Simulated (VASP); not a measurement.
# Mg5Co3 (Pm-3m) in VASP: notebook

Runs on Mg5Co3. Level: PBE. Tasks: single point, relaxation of cell and atoms.

Program: VASP 6.6.1. These are calculated values, not measurements. Logs are shortened: lines on timing, memory, paths and dates and some standing lists are left out, and cuts for length are marked.

## (1) The cell of the first run

Symmetry: Pm-3m, No. 221, cubic system. The conventional cell has a = 5.193 Å, b = 5.193 Å, c = 5.193 Å, α = 90.00°, β = 90.00°, γ = 90.00°. Mg (site symmetry m-3m) has 6 Co at 2.60 Å within 3.4 Å. Mg (site symmetry 4/mmm) has 2 Mg at 2.60 Å and 4 Co at 2.60 Å within 3.4 Å. Mg (site symmetry m-3m) has 6 Mg at 2.60 Å within 3.4 Å. Within 3.4 Å of Co (site symmetry 4/mmm) lie 6 Mg at 2.60 Å.

The cell was built from a structure type or drawn by symmetry, and may not be a known phase.

## (2) Single point, PBE, collinear spin, ferromagnetic start

INCAR

```
PREC     = Accurate       # precision mode
ENCUT    = 520            # plane-wave cutoff, eV
EDIFF    = 1E-6           # SCF threshold, eV
ISMEAR   = 0              # smearing method
SIGMA    = 0.1            # smearing width, eV
LREAL    = False          # projectors in reciprocal space
LASPH    = True           # aspherical terms in the spheres
NELM     = 150            # most SCF steps
ALGO     = Fast           # electronic algorithm
ISIF     = 2              # what is computed and relaxed
LWAVE    = False          # write WAVECAR
LCHARG   = False          # write CHGCAR
ISPIN    = 2              # spin polarisation
MAGMOM   = 0 0 0 0 0 3 3 3 # initial moments
LORBIT   = 11             # projections on sites
LMAXMIX  = 4              # l up to which the mixer works
GGA      = PE             # functional
NBANDS   = 32             # bands
```

KPOINTS

```
Automatic mesh
0
Gamma
  4 4 4
```

POSCAR

```
Mg5Co3
1.0
    5.1934299100      0.0000000000      0.0000000000
    0.0000000000      5.1934299100      0.0000000000
    0.0000000000      0.0000000000      5.1934299100
Mg Co
5 3
Direct
    0.0000000000      0.0000000000      0.0000000000
    0.0000000000      0.5000000000      0.5000000000
    0.5000000000      0.0000000000      0.5000000000
    0.5000000000      0.5000000000      0.0000000000
    0.5000000000      0.5000000000      0.5000000000
    0.5000000000      0.0000000000      0.0000000000
    0.0000000000      0.5000000000      0.0000000000
    0.0000000000      0.0000000000      0.5000000000
```

Potentials or basis: VASP PAW PBE potentials, release 64 (Mg, Co).

Command:

```
> cat potpaw_PBE.64/Mg/POTCAR potpaw_PBE.64/Co/POTCAR > POTCAR
> mpirun -np 1 vasp_std > vasp.out
```

OUTCAR:

```text
PREC = Accurate
   ENCUT = 520
   EDIFF = 1E-6
   ISMEAR = 0
   LREAL = False
   LASPH = True
   NELM = 150
   ISIF = 2
   ISPIN = 2
   LORBIT = 11
   GGA = PE

 ion  position               nearest neighbor table
   1  0.000  0.000  0.000-   6 2.60   7 2.60   8 2.60   8 2.60   7 2.60   6 2.60
   2  0.000  0.500  0.500-   5 2.60   7 2.60   8 2.60   7 2.60   8 2.60   5 2.60
   3  0.500  0.000  0.500-   5 2.60   6 2.60   8 2.60   6 2.60   5 2.60   8 2.60
   4  0.500  0.500  0.000-   5 2.60   6 2.60   7 2.60   5 2.60   6 2.60   7 2.60
   5  0.500  0.500  0.500-   2 2.60   3 2.60   4 2.60   4 2.60   3 2.60   2 2.60
   6  0.500  0.000  0.000-   1 2.60   3 2.60   4 2.60   3 2.60   4 2.60   1 2.60
   7  0.000  0.500  0.000-   1 2.60   2 2.60   4 2.60   2 2.60   1 2.60   4 2.60
   8  0.000  0.000  0.500-   1 2.60   2 2.60   3 2.60   1 2.60   2 2.60   3 2.60

  LATTYP: Found a simple cubic cell.
 ALAT       =     5.1934299100

  Lattice vectors:

 A1 = (   5.1934299100,   0.0000000000,   0.0000000000)
 A2 = (   0.0000000000,   5.1934299100,   0.0000000000)
 A3 = (   0.0000000000,   0.0000000000,   5.1934299100)

Analysis of symmetry for initial positions (statically):
=====================================================================
 Subroutine PRICEL returns:
 Original cell was already a primitive cell.

 Routine SETGRP: Setting up the symmetry group for a
 simple cubic supercell.

 Subroutine GETGRP returns: Found 48 space group operations
 (whereof 48 operations were pure point group operations)
 out of a pool of 48 trial point group operations.

The static configuration has the point symmetry O_h .

Analysis of symmetry for dynamics (positions and initial velocities):
=====================================================================
 Subroutine PRICEL returns:
 Original cell was already a primitive cell.

 Routine SETGRP: Setting up the symmetry group for a
 simple cubic supercell.

 Subroutine GETGRP returns: Found 48 space group operations
 (whereof 48 operations were pure point group operations)
 out of a pool of 48 trial point group operations.

The dynamic configuration has the point symmetry O_h .

Analysis of structural, dynamic, and magnetic symmetry:
=====================================================================
 Subroutine PRICEL returns:
 Original cell was already a primitive cell.

 Routine SETGRP: Setting up the symmetry group for a
 simple cubic supercell.

 Subroutine GETGRP returns: Found 48 space group operations
 (whereof 48 operations were pure point group operations)
 out of a pool of 48 trial point group operations.

The overall configuration has the point symmetry O_h .

 Subroutine INISYM returns: Found 48 space group operations
 (whereof 48 operations are pure point group operations),
 and found     1 'primitive' translations

----------------------------------------------------------------------------------------

                                     Primitive cell

  volume of cell :     140.0757

  direct lattice vectors                    reciprocal lattice vectors
     5.193429910  0.000000000  0.000000000     0.192550976  0.000000000  0.000000000
     0.000000000  5.193429910  0.000000000     0.000000000  0.192550976  0.000000000
     0.000000000  0.000000000  5.193429910     0.000000000  0.000000000  0.192550976

  length of vectors
     5.193429910  5.193429910  5.193429910     0.192550976  0.192550976  0.192550976

  position of ions in fractional coordinates (direct lattice)
     0.000000000  0.000000000  0.000000000
     0.000000000  0.500000000  0.500000000
     0.500000000  0.000000000  0.500000000
     0.500000000  0.500000000  0.000000000
     0.500000000  0.500000000  0.500000000
     0.500000000  0.000000000  0.000000000
     0.000000000  0.500000000  0.000000000
     0.000000000  0.000000000  0.500000000

  ion indices of the primitive-cell ions
   primitive index   ion index
                 1           1
                 2           2
                 3           3
                 4           4
                 5           5
                 6           6
                 7           7
                 8           8

----------------------------------------------------------------------------------------

 KPOINTS: Automatic mesh

[... 42 lines left out ...]
 SYSTEM =  unknown system
   PREC   = accura    normal or accurate (medium, high low for compatibility)
   ISTART =      0    job   : 0-new  1-cont  2-samecut
   ICHARG =      2    charge: 1-file 2-atom 10-const
   ISPIN  =      2    spin polarized calculation?
   LNONCOLLINEAR =      F non collinear calculations
   LSORBIT =      F    spin-orbit coupling
   LASPH  =      T    aspherical Exc in radial PAW
   ENCUT  =  520.0 eV  38.22 Ry    6.18 a.u.   9.66  9.66  9.66*2*pi/ulx,y,z
   NELM   =    150;   NELMIN=  2; NELMDL= -5     # of ELM steps
   EDIFF  = 0.1E-05   stopping-criterion for ELM
   LREAL  =      F    real-space projection
   EDIFFG = 0.1E-04   stopping-criterion for IOM
   NSW    =      0    number of steps for IOM
   IBRION =     -1    ionic relax: 0-MD 1-quasi-New 2-CG
   NFREE  =      0    steps in history (QN), initial steepest desc. (CG)
   ISIF   =      2    stress and relaxation
   ISYM   =      2    0-nonsym 1-usesym 2-fastsym
   POTIM  = 0.5000    time-step for ionic-motion
   TEBEG  =    0.0;   TEEND  =   0.0 temperature during run
   PSTRESS=    0.0 pullay stress
   NELECT =      37.0000    total number of electrons
   NUPDOWN=      -1.0000    fix difference up-down
   EMIN   =  10.00;   EMAX   =-10.00  energy-range for DOS
   EFERMI =   0.00;   METHOD = LEGACY
   ISMEAR =     0;   SIGMA  =   0.10  broadening in eV -4-tet -1-fermi 0-gaus
   EFERMI_NEDOS =   21; number of points for ismear=-14 and -15
   IALGO  =     68    algorithm
   IMIX   =      4    mixing-type and parameters
     AMIX     =   0.40;   BMIX     =  1.00
     AMIX_MAG =   1.60;   BMIX_MAG =  1.00
  volume/ion in A,a.u.               =      17.51       118.16
  Fermi-wavevector in a.u.,A,eV,Ry     =   1.050399  1.984967 15.011837  1.103339
  Thomas-Fermi vector in A             =   2.185401
   LORBIT       =     11    0 simple, 1 ext, 2 COOP (PROOUT), +10 PAW based schemes
   GGA     = PE    functional components
   LHFCALC =     F    Hartree Fock is set to
   AEXX    =    0.0000 exact exchange contribution
   IVDW    =     0    specifies the selected vdW correction
   LEPSILON=     F    determine dielectric tensor
   LRPA    =     F    only Hartree local field effects (RPA)
 spin polarized calculation
 RMM-DIIS sequential band-by-band and
 Gauss-broadening in eV      SIGMA  =   0.10
  energy-cutoff  :      520.00
  volume of cell :      140.08
 maximum number of plane-waves:      3840
 NGX is ok and might be reduce to    40
   NGX = 19   NGY = 19   NGZ = 19

 number of electron      37.0000014 magnetization       4.0819278

 Free energy of the ion-electron system (eV)
  ---------------------------------------------------
  ext. energy  EPLUGINS =         0.00000000
  ---------------------------------------------------
  free energy    TOTEN  =       -22.58191522 eV

  energy without entropy =      -22.54094694  energy(sigma->0) =      -22.56143108

 E-fermi :   4.3177     XC(G=0):  -9.8357

 val. band max:        4.3131175036   @ k =   0.5000   0.0000   0.0000
 cond. band min:       4.3475715544   @ k =   0.5000   0.2500   0.0000
 fundamental gap:      0.0344540508
 Fermi energy:         4.3176908303

 spin component 1

 k-point     1 :       0.0000    0.0000    0.0000
  band No.  band energies     occupation
      1      -3.0245      1.00000
      2       1.0898      1.00000
      3       1.4342      1.00000
      4       1.4342      1.00000
      5       1.8184      1.00000
      6       1.8184      1.00000
[... 319 lines left out ...]
     29      10.8825      0.00000
     30      10.8825      0.00000
 Fermi energy:         4.3176908303

 spin component 2

 k-point     1 :       0.0000    0.0000    0.0000
  band No.  band energies     occupation
      1      -3.0010      1.00000
      2       1.4205      1.00000
      3       1.8749      1.00000
      4       1.8749      1.00000
      5       2.3537      1.00000
      6       2.3537      1.00000
[... 319 lines left out ...]
     29      11.0261      0.00000
     30      11.0261      0.00000
 [bands above 30 left out]

------------------------ aborting loop because EDIFF is reached ----------------------------------------

  FORCE on cell =-STRESS in cart. coord.  units (eV):
  Direction    XX          YY          ZZ          XY          YZ          ZX
  --------------------------------------------------------------------------------------
  -------------------------------------------------------------------------------------
  Total        2.9478016      2.9478016      2.9478016      0.0000000     -0.0000000     -0.0000000
  in kB       33.7167737     33.7167737     33.7167737      0.0000000     -0.0000000     -0.0000000
  external PRESSURE =      33.7167737 kB  Pullay stress =       0.0000000 kB

 VOLUME and BASIS-vectors are now :
 -----------------------------------------------------------------------------
  energy-cutoff  :      520.00
  volume of cell :      140.08
      direct lattice vectors                 reciprocal lattice vectors
     5.193429910  0.000000000  0.000000000     0.192550976  0.000000000  0.000000000
     0.000000000  5.193429910  0.000000000     0.000000000  0.192550976  0.000000000
     0.000000000  0.000000000  5.193429910     0.000000000  0.000000000  0.192550976

 POSITION                                       TOTAL-FORCE (eV/Angst)
 -----------------------------------------------------------------------------------
      0.00000      0.00000      0.00000         0.000000      0.000000      0.000000
      0.00000      2.59671      2.59671         0.000000      0.000000      0.000000
      2.59671      0.00000      2.59671         0.000000      0.000000      0.000000
      2.59671      2.59671      0.00000         0.000000      0.000000      0.000000
      2.59671      2.59671      2.59671         0.000000      0.000000      0.000000
      2.59671      0.00000      0.00000         0.000000      0.000000      0.000000
      0.00000      2.59671      0.00000         0.000000      0.000000      0.000000
      0.00000      0.00000      2.59671         0.000000      0.000000      0.000000
 -----------------------------------------------------------------------------------
    total drift:                               -0.000000      0.000000     -0.000000

  FREE ENERGIE OF THE ION-ELECTRON SYSTEM (eV)
  ---------------------------------------------------
  free  energy   TOTEN  =       -22.5819152202 eV

  energy  without entropy=      -22.5409469373  energy(sigma->0) =      -22.56143108

 total charge

# of ion       s       p       d       tot
------------------------------------------
    1        0.219   0.156   0.029   0.403
    2        0.238   0.161   0.026   0.425
    3        0.238   0.161   0.026   0.425
    4        0.238   0.161   0.026   0.425
    5        0.263   0.151   0.019   0.433
    6        0.426   0.216   7.370   8.012
    7        0.426   0.216   7.370   8.012
    8        0.426   0.216   7.370   8.012
--------------------------------------------------
tot          2.473   1.439  22.233  26.146

 magnetization (x)

# of ion       s       p       d       tot
------------------------------------------
    1       -0.009  -0.012  -0.001  -0.023
    2       -0.008  -0.005  -0.000  -0.014
    3       -0.008  -0.005  -0.000  -0.014
    4       -0.008  -0.005  -0.000  -0.014
    5        0.028   0.002  -0.002   0.028
    6        0.063  -0.005   1.361   1.420
    7        0.063  -0.005   1.361   1.420
    8        0.063  -0.005   1.361   1.420
--------------------------------------------------
tot          0.185  -0.040   4.080   4.224
```

Wall time 62 s (1 thread of AMD EPYC 9R45 (Zen 5), shared host); peak memory 0.27 GiB.

What came out:

```
Free energy                                           : -22.5819 eV
Pressure                                              : 3.4 GPa
Net moment                                            : 4.08 μB per cell
Site moments                                          : Mg -0.02, -0.01, +0.03 (each value once); Co +1.42 μB
Valence electrons inside the program's atomic spheres : Mg 0.40, 0.42, 0.43 (each value once); Co 8.01
```

Caveat: the cell stands under pressure.

## (3) Single point, PBE, collinear spin, ferromagnetic start

This run uses another cell than the first one, of 18.66 Å³/atom.

INCAR

```
  ALGO = Fast
  EDIFF = 1E-6
  ENCUT = 520
  GGA = PE
  ISIF = 2
  ISMEAR = 0
  ISPIN = 2
  LASPH = T
  LCHARG = F
  LMAXMIX = 4
  LORBIT = 11
  LREAL = F
  LWAVE = F
  MAGMOM = 0 0 0 0 0 3 3 3
  NBANDS = 32
  NELM = 150
  PREC = Accurate
  SIGMA = 0.1
```

KPOINTS

```
k-points
0
Gamma
  4 4 4
```

Changes to POSCAR since step 2:

```diff
@@ -2,5 +2,5 @@
 1.0
-    5.1934299100      0.0000000000      0.0000000000
-    0.0000000000      5.1934299100      0.0000000000
-    0.0000000000      0.0000000000      5.1934299100
+    5.3044800862      0.0000000000      0.0000000000
+    0.0000000000      5.3044800862      0.0000000000
+    0.0000000000      0.0000000000      5.3044800862
 Mg Co
```

Potentials or basis: VASP PAW PBE potentials, release 64 (Mg, Co).

Command:

```
> cat potpaw_PBE.64/Mg/POTCAR potpaw_PBE.64/Co/POTCAR > POTCAR
> mpirun -np 1 vasp_std > vasp.out
```

Run time: 62 s. Hardware: 1 thread of AMD EPYC 9R45 (Zen 5), shared host; peak memory 0.28 GiB.

It converged, with:

```yaml
Free_energy: -22.6736 eV
Pressure: 0.1 GPa
Net_moment: 4.17 μB per cell
Site_moments: Mg -0.02, +0.02 (each value once); Co +1.48 μB
Valence_electrons_inside_the_program's_atomic_spheres: Mg 0.38, 0.40, 0.42 (each value once); Co 7.96
```

Levels at points of the mesh, in eV from the Fermi level:
Spin up:
| k point | band 17 | band 18 | band 19 | band 20 | band 21 | band 22 | band 23 | band 24 | band 25 | band 26 |
| --- | --- | --- | --- | --- | --- | --- | --- | --- | --- | --- |
| (0.00, 0.00, 0.00) | -1.56 | -1.56 | -1.43 | -0.39 | -0.39 | -0.33 | 2.60 | 2.60 | 2.60 | 2.96 |
| (0.50, 0.00, 0.00) | -1.56 | -0.60 | -0.21 | 0.00 | 0.00 | 0.10 | 0.10 | 0.79 | 1.42 | 4.19 |
| (0.50, 0.50, 0.00) | -1.51 | -1.41 | -1.39 | 1.03 | 1.21 | 1.21 | 1.28 | 1.37 | 1.37 | 1.61 |
| (0.50, 0.50, 0.50) | -1.58 | -1.41 | -1.41 | -1.31 | -1.31 | -1.31 | -0.80 | 5.76 | 5.76 | 5.76 |
Spin down:
```csv
k point,band 12,band 13,band 14,band 15,band 16,band 17,band 18,band 19,band 20,band 21
"(0.00, 0.00, 0.00)",-0.76,-0.39,-0.39,-0.39,-0.27,0.13,0.25,0.25,0.25,0.37
"(0.50, 0.00, 0.00)",-0.76,-0.62,-0.61,-0.38,-0.30,-0.30,0.25,0.30,0.61,0.61
"(0.50, 0.50, 0.00)",-0.73,-0.73,-0.68,-0.48,-0.31,-0.04,0.14,0.14,1.16,1.61
"(0.50, 0.50, 0.50)",-0.78,-0.78,-0.78,-0.35,-0.35,0.09,0.09,0.09,0.17,0.37
```

[end of part 1 of 2]
